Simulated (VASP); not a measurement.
# NaLa (P-6m2) in VASP: notebook

NaLa is run at these levels: LDA; tasks: single point.

Program: VASP 6.6.1. These are calculated values, not measurements. Logs are shortened: lines on timing, memory, paths and dates and some standing lists are left out, and cuts for length are marked.

## 1. The cell of the first run

Symmetry: P-6m2, No. 187, hexagonal system. Conventional cell: a = 3.533 Å, b = 3.533 Å, c = 6.351 Å, α = 90.00°, β = 90.00°, γ = 120.00°. La (site symmetry -6m2) has 6 La at 3.53 Å and 6 Na at 3.77 Å within 4.6 Å. Within 4.6 Å of Na (site symmetry -6m2) lie 6 Na at 3.53 Å and 6 La at 3.77 Å.

## 2. Single point, LDA (volume scaled by 0.94)

INCAR reads:

```
PREC = Accurate
ENCUT = 520
EDIFF = 1E-6
ISMEAR = 0
SIGMA = 0.05
LREAL = F
LASPH = T
NELM = 100
ALGO = Fast
ISIF = 2
LWAVE = F
LCHARG = F
NBANDS = 16
```

KPOINTS reads:

```
Automatic mesh
0
Gamma
  9 9 4
```

POSCAR reads:

```
NaLa
1.0
    3.5326331588      0.0000000000      0.0000000000
   -1.7663165794      3.0593500578      0.0000000000
    0.0000000000      0.0000000000      6.3514227791
La Na
1 1
Direct
    0.0000000000      0.0000000000      0.5000000000
    0.6666666667      0.3333333333      0.0000000000
```

Potentials or basis: VASP PAW LDA potentials, release 64 (La, Na_pv).

On the command line:

```sh
$ cat potpaw_LDA.64/La/POTCAR potpaw_LDA.64/Na_pv/POTCAR > POTCAR
$ mpirun -np 1 vasp_std > vasp.out
```

OUTCAR:

```text
PREC = Accurate
   ENCUT = 520
   EDIFF = 1E-6
   ISMEAR = 0
   LREAL = F
   LASPH = T
   NELM = 100
   ISIF = 2

 ion  position               nearest neighbor table
   1  0.000  0.000  0.500-
   2  0.667  0.333  0.000-

  LATTYP: Found a hexagonal cell.
 ALAT       =     3.5326331588
 C/A-ratio  =     1.7979287669

  Lattice vectors:

 A1 = (   3.5326331588,   0.0000000000,   0.0000000000)
 A2 = (  -1.7663165794,   3.0593500578,   0.0000000000)
 A3 = (   0.0000000000,   0.0000000000,   6.3514227791)

Analysis of symmetry for initial positions (statically):
=====================================================================
 Subroutine PRICEL returns:
 Original cell was already a primitive cell.

 Routine SETGRP: Setting up the symmetry group for a
 hexagonal supercell.

 Subroutine GETGRP returns: Found 12 space group operations
 (whereof 12 operations were pure point group operations)
 out of a pool of 24 trial point group operations.

The static configuration has the point symmetry D_3h.

Analysis of symmetry for dynamics (positions and initial velocities):
=====================================================================
 Subroutine PRICEL returns:
 Original cell was already a primitive cell.

 Routine SETGRP: Setting up the symmetry group for a
 hexagonal supercell.

 Subroutine GETGRP returns: Found 12 space group operations
 (whereof 12 operations were pure point group operations)
 out of a pool of 24 trial point group operations.

The dynamic configuration has the point symmetry D_3h.

 Subroutine INISYM returns: Found 12 space group operations
 (whereof 12 operations are pure point group operations),
 and found     1 'primitive' translations

----------------------------------------------------------------------------------------

                                     Primitive cell

  volume of cell :      68.6434

  direct lattice vectors                    reciprocal lattice vectors
     3.532633159  0.000000000  0.000000000     0.283074963  0.163433406  0.000000000
    -1.766316579  3.059350058  0.000000000     0.000000000  0.326866812  0.000000000
     0.000000000  0.000000000  6.351422779     0.000000000  0.000000000  0.157445038

  length of vectors
     3.532633159  3.532633159  6.351422779     0.326866812  0.326866812  0.157445038

  position of ions in fractional coordinates (direct lattice)
[... 72 lines left out ...]
   ICHARG =      2    charge: 1-file 2-atom 10-const
   ISPIN  =      1    spin polarized calculation?
   LNONCOLLINEAR =      F non collinear calculations
   LSORBIT =      F    spin-orbit coupling
   LASPH  =      T    aspherical Exc in radial PAW
   ENCUT  =  520.0 eV  38.22 Ry    6.18 a.u.   6.57  6.57 11.81*2*pi/ulx,y,z
   NELM   =    100;   NELMIN=  2; NELMDL= -5     # of ELM steps
   EDIFF  = 0.1E-05   stopping-criterion for ELM
   LREAL  =      F    real-space projection
   EDIFFG = 0.1E-04   stopping-criterion for IOM
   NSW    =      0    number of steps for IOM
   IBRION =     -1    ionic relax: 0-MD 1-quasi-New 2-CG
   NFREE  =      0    steps in history (QN), initial steepest desc. (CG)
   ISIF   =      2    stress and relaxation
   ISYM   =      2    0-nonsym 1-usesym 2-fastsym
   POTIM  = 0.5000    time-step for ionic-motion
   TEBEG  =    0.0;   TEEND  =   0.0 temperature during run
   PSTRESS=    0.0 pullay stress
   NELECT =      18.0000    total number of electrons
   NUPDOWN=      -1.0000    fix difference up-down
   EMIN   =  10.00;   EMAX   =-10.00  energy-range for DOS
   EFERMI =   0.00;   METHOD = LEGACY
   ISMEAR =     0;   SIGMA  =   0.05  broadening in eV -4-tet -1-fermi 0-gaus
   EFERMI_NEDOS =   21; number of points for ismear=-14 and -15
   IALGO  =     68    algorithm
   IMIX   =      4    mixing-type and parameters
     AMIX     =   0.40;   BMIX     =  1.00
     AMIX_MAG =   1.60;   BMIX_MAG =  1.00
  volume/ion in A,a.u.               =      34.32       231.61
  Fermi-wavevector in a.u.,A,eV,Ry     =   1.047851  1.980151 14.939077  1.097991
  Thomas-Fermi vector in A             =   2.182748
   LORBIT       =      0    0 simple, 1 ext, 2 COOP (PROOUT), +10 PAW based schemes
   GGA     = CA    functional components
   LHFCALC =     F    Hartree Fock is set to
   AEXX    =    0.0000 exact exchange contribution
   IVDW    =     0    specifies the selected vdW correction
   LEPSILON=     F    determine dielectric tensor
   LRPA    =     F    only Hartree local field effects (RPA)
 non-spin polarized calculation
 RMM-DIIS sequential band-by-band and
 Gauss-broadening in eV      SIGMA  =   0.05
  energy-cutoff  :      520.00
  volume of cell :       68.64
 maximum number of plane-waves:      1883
 NGX is ok and might be reduce to    28
   NGX = 13   NGY = 13   NGZ = 23

 number of electron      17.9999994 magnetization

 Free energy of the ion-electron system (eV)
  ---------------------------------------------------
  ext. energy  EPLUGINS =         0.00000000
  ---------------------------------------------------
  free energy    TOTEN  =        -6.61464414 eV

  energy without entropy =       -6.60862375  energy(sigma->0) =       -6.61163394

 E-fermi :   4.3894     XC(G=0):  -8.5963

 val. band max:        4.3825899784   @ k =   0.3333   0.2222   0.2500
 cond. band min:       4.3901160383   @ k =   0.3333  -0.0000   0.2500
 fundamental gap:      0.0075260599
 Fermi energy:         4.3893503846

 k-point     1 :       0.0000    0.0000    0.0000
  band No.  band energies     occupation
      1     -28.5428      2.00000
      2     -20.0344      2.00000
      3     -20.0235      2.00000
      4     -20.0235      2.00000
      5     -12.3403      2.00000
      6     -11.3341      2.00000
[... 433 lines left out ...]
      3     -20.0587      2.00000
      4     -20.0251      2.00000
      5     -12.5499      2.00000
      6     -12.5469      2.00000
[... 8 lines left out ...]
     15       6.0146      0.00000
     16       6.3116      0.00000

 [... further k-points ...]
[... 5 lines left out ...]
  --------------------------------------------------------------------------------------
  -------------------------------------------------------------------------------------
  Total       -0.7062375     -0.7062375     -0.3433312      0.0000000      0.0000000      0.0000000
  in kB      -16.4840010    -16.4840010     -8.0135520      0.0000000      0.0000000      0.0000000
  external PRESSURE =     -13.6605180 kB  Pullay stress =       0.0000000 kB

 VOLUME and BASIS-vectors are now :
 -----------------------------------------------------------------------------
  energy-cutoff  :      520.00
  volume of cell :       68.64
      direct lattice vectors                 reciprocal lattice vectors
     3.532633159  0.000000000  0.000000000     0.283074963  0.163433406  0.000000000
    -1.766316579  3.059350058  0.000000000     0.000000000  0.326866812  0.000000000
     0.000000000  0.000000000  6.351422779     0.000000000  0.000000000  0.157445038

 POSITION                                       TOTAL-FORCE (eV/Angst)
 -----------------------------------------------------------------------------------
      0.00000      0.00000      3.17571         0.000000      0.000000      0.000000
      1.76632      1.01978      0.00000        -0.000000      0.000000      0.000000
 -----------------------------------------------------------------------------------
    total drift:                                0.000000     -0.000000      0.000000

  FREE ENERGIE OF THE ION-ELECTRON SYSTEM (eV)
  ---------------------------------------------------
  free  energy   TOTEN  =        -6.6146441354 eV

  energy  without entropy=       -6.6086237537  energy(sigma->0) =       -6.61163394
```

stdout:

```text
POSCAR found type information on POSCAR LaNa
 POSCAR found :  2 types and       2 ions
 scaLAPACK will be used
 LDA part: xc-table for (Slater(with rela. corr.)+CA(PZ))
 , standard interpolation
 POSCAR, INCAR and KPOINTS ok, starting setup
 FFT: planning ... GRIDC
 FFT: planning ... GRID_SOFT
 FFT: planning ... GRID
 WAVECAR not read
 entering main loop
WARNING in EDDRMM: call to ZHEGV failed, returncode =   6  3     11
WARNING in EDDRMM: call to ZHEGV failed, returncode =   8  4     10
WARNING in EDDRMM: call to ZHEGV failed, returncode =   6  3      8
```

Run time: 54 s. Hardware: 1 thread of AMD EPYC 9R45 (Zen 5), shared host; peak memory 0.17 GiB.

Results:

| Property | Result |
| --- | --- |
| Free energy | -6.6146 eV |
| Pressure | -1.4 GPa |
| Band gap on the k mesh | zero (band 9 reaches 4.55 eV, above the bottom of band 10 at 4.03 eV) |

Caveat: spin-orbit coupling is left out, which moves the levels of the heavy elements.

## 3. Single point, LDA (volume scaled by 0.96)

INCAR reads:

```
  ALGO = Fast
  EDIFF = 1E-7
  ENCUT = 520
  ISIF = 2
  ISMEAR = 0
  LASPH = T
  LCHARG = F
  LREAL = F
  LWAVE = F
  NBANDS = 16
  NELM = 80
  PREC = Accurate
  SIGMA = 0.05
```

KPOINTS reads:

```
k-points
0
Gamma
  9 9 4
```

POSCAR reads:

```
NaLa
1.0
    3.5575116768      0.0000000000      0.0000000000
   -1.7787558384      3.0808954863      0.0000000000
    0.0000000000      0.0000000000      6.3961525823
La Na
1 1
Direct
    0.0000000000      0.0000000000      0.5000000000
    0.6666666667      0.3333333333      0.0000000000
```

Potentials or basis: VASP PAW LDA potentials, release 64 (La, Na_pv).

On the command line:

```sh
$ cat potpaw_LDA.64/La/POTCAR potpaw_LDA.64/Na_pv/POTCAR > POTCAR
$ mpirun -np 1 vasp_std > vasp.out
```

OUTCAR:

```text
EDIFF = 1E-7
   ENCUT = 520
   ISIF = 2
   ISMEAR = 0
   LASPH = T
   LREAL = F
   NELM = 80
   PREC = Accurate

 ion  position               nearest neighbor table
   1  0.000  0.000  0.500-
   2  0.667  0.333  0.000-

  LATTYP: Found a hexagonal cell.
 ALAT       =     3.5575116768
 C/A-ratio  =     1.7979287669

  Lattice vectors:

 A1 = (   3.5575116768,   0.0000000000,   0.0000000000)
 A2 = (  -1.7787558384,   3.0808954863,   0.0000000000)
 A3 = (   0.0000000000,   0.0000000000,   6.3961525823)

Analysis of symmetry for initial positions (statically):
=====================================================================
 Subroutine PRICEL returns:
 Original cell was already a primitive cell.

 Routine SETGRP: Setting up the symmetry group for a
 hexagonal supercell.

 Subroutine GETGRP returns: Found 12 space group operations
 (whereof 12 operations were pure point group operations)
 out of a pool of 24 trial point group operations.

The static configuration has the point symmetry D_3h.

Analysis of symmetry for dynamics (positions and initial velocities):
=====================================================================
[... 156 lines left out ...]
  free energy    TOTEN  =        -6.60100261 eV

  energy without entropy =       -6.59497874  energy(sigma->0) =       -6.59799068

 E-fermi :   4.2463     XC(G=0):  -8.5201

 val. band max:        4.2295450523   @ k =   0.3333   0.2222   0.2500
 cond. band min:       4.2597077875   @ k =   0.3333   0.0000   0.2500
 fundamental gap:      0.0301627352
 Fermi energy:         4.2463195600

 k-point     1 :       0.0000    0.0000    0.0000
  band No.  band energies     occupation
      1     -28.7079      2.00000
      2     -20.1849      2.00000
      3     -20.1769      2.00000
      4     -20.1769      2.00000
      5     -12.5028      2.00000
      6     -11.5448      2.00000
[... 433 lines left out ...]
      3     -20.2097      2.00000
      4     -20.1763      2.00000
      5     -12.6915      2.00000
      6     -12.6889      2.00000
[... 8 lines left out ...]
     15       5.8342      0.00000
     16       6.1167      0.00000

 [... further k-points ...]
[... 5 lines left out ...]
  --------------------------------------------------------------------------------------
  -------------------------------------------------------------------------------------
  Total       -0.8398111     -0.8398111     -0.4835416      0.0000000      0.0000000      0.0000000
  in kB      -19.1933188    -19.1933188    -11.0510191      0.0000000      0.0000000      0.0000000
  external PRESSURE =     -16.4792189 kB  Pullay stress =       0.0000000 kB

 VOLUME and BASIS-vectors are now :
 -----------------------------------------------------------------------------
  energy-cutoff  :      520.00
  volume of cell :       70.10
      direct lattice vectors                 reciprocal lattice vectors
     3.557511677  0.000000000  0.000000000     0.281095353  0.162290478  0.000000000
    -1.778755838  3.080895486  0.000000000     0.000000000  0.324580955  0.000000000
     0.000000000  0.000000000  6.396152582     0.000000000  0.000000000  0.156343988

 POSITION                                       TOTAL-FORCE (eV/Angst)
 -----------------------------------------------------------------------------------
      0.00000      0.00000      3.19808         0.000000      0.000000      0.000000
      1.77876      1.02697      0.00000        -0.000000      0.000000      0.000000
 -----------------------------------------------------------------------------------
    total drift:                                0.000000     -0.000000      0.000000

  FREE ENERGIE OF THE ION-ELECTRON SYSTEM (eV)
  ---------------------------------------------------
  free  energy   TOTEN  =        -6.6010026067 eV

  energy  without entropy=       -6.5949787448  energy(sigma->0) =       -6.59799068
```

OSZICAR:

```text
N       E                     dE             d eps       ncg     rms          rms(c)
DAV:   1     0.178668366052E+03    0.17867E+03   -0.76734E+03  1152   0.144E+03
DAV:   2     0.127478210153E+02   -0.16592E+03   -0.16054E+03  1480   0.279E+02
DAV:   3    -0.503419614767E+01   -0.17782E+02   -0.17346E+02  1368   0.112E+02
[... 34 lines left out ...]
RMM:  38    -0.660100209182E+01   -0.25555E-06   -0.27029E-06  1509   0.839E-03    0.197E-04
RMM:  39    -0.660100227698E+01   -0.18515E-06   -0.19697E-06  1464   0.838E-03    0.417E-04
RMM:  40    -0.660100241661E+01   -0.13964E-06   -0.15424E-06  1434   0.794E-03    0.805E-05
RMM:  41    -0.660100252624E+01   -0.10963E-06   -0.12017E-06  1413   0.781E-03    0.570E-05
RMM:  42    -0.660100260670E+01   -0.80465E-07   -0.90357E-07  1393   0.727E-03
   1 F= -.66010026E+01 E0= -.65979907E+01  d E =-.602386E-02
```

stdout:

```text
POSCAR found type information on POSCAR LaNa
 POSCAR found :  2 types and       2 ions
 scaLAPACK will be used
 LDA part: xc-table for (Slater(with rela. corr.)+CA(PZ))
 , standard interpolation
 POSCAR, INCAR and KPOINTS ok, starting setup
 FFT: planning ... GRIDC
 FFT: planning ... GRID_SOFT
 FFT: planning ... GRID
 WAVECAR not read
 entering main loop
WARNING in EDDRMM: call to ZHEGV failed, returncode =   6  3      9
WARNING in EDDRMM: call to ZHEGV failed, returncode =   8  4      1
WARNING in EDDRMM: call to ZHEGV failed, returncode =   8  4      1
WARNING in EDDRMM: call to ZHEGV failed, returncode =   8  4      1
WARNING in EDDRMM: call to ZHEGV failed, returncode =   8  4      1
```

It took 70 s on 1 thread of AMD EPYC 9R45 (Zen 5), shared host; peak memory 0.17 GiB.

What came out:

```yaml
Free_energy: -6.6010 eV
Pressure: -1.6 GPa
Band_gap_on_the_k_mesh: zero (band 9 reaches 4.43 eV, above the bottom of band 10 at 3.90 eV)
```

Stress tensor (GPa, compression positive):
```
-1.92  0.00  0.00
 0.00 -1.92  0.00
 0.00  0.00 -1.11
```

Levels at points of the mesh, in eV from the Fermi level:
```
           k point  band 6  band 7  band 8  band 9  band 10  band 11  band 12  band 13
(0.00, 0.00, 0.00)  -15.79  -15.79   -3.34   -1.26     0.84     0.97     1.55     1.55
(0.00, 0.00, 0.50)  -15.79  -15.79   -2.33   -2.06    -0.05     0.98     1.26     1.55
```

Caveat: spin-orbit coupling is left out, which moves the levels of the heavy elements.

(Continued in part 2 of 2.)
